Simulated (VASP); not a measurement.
Here is a VASP 6.6.1 calculation.

The input INCAR:

```
SYSTEM = In3P4
PREC = Accurate
ENCUT = 520
EDIFF = 1E-6
ISMEAR = 0
SIGMA = 0.1
LREAL = .FALSE.
LASPH = .TRUE.
NELM = 100
ALGO = Normal
ISIF = 2
LWAVE = .FALSE.
LCHARG = .TRUE.
GGA = PE
LELF = .TRUE.
LVHAR = .TRUE.
NBANDS = 38
```

The input KPOINTS:

```
regular mesh
0
G
  4 4 4
  0 0 0
```

File POSCAR:

```
In3P4
1.0
    5.0241017700      0.0000000000      0.0000000000
    0.0000000000      5.0241017700      0.0000000000
    0.0000000000      0.0000000000      5.0241017700
In P
3 4
Direct
    0.5000000000      0.5000000000      0.0000000000
    0.0000000000      0.5000000000      0.5000000000
    0.5000000000      0.0000000000      0.5000000000
    0.5000000000      0.5000000000      0.5000000000
    0.5000000000      0.0000000000      0.0000000000
    0.0000000000      0.5000000000      0.0000000000
    0.0000000000      0.0000000000      0.5000000000
```

Potentials or basis: VASP PAW PBE potentials, release 64 (In_d, P).

Run with:

```sh
$ cat potpaw_PBE.64/In_d/POTCAR potpaw_PBE.64/P/POTCAR > POTCAR
$ mpirun -np 1 vasp_std > vasp.out
```

Q: Predict the pressure.

A: 26.0 GPa.
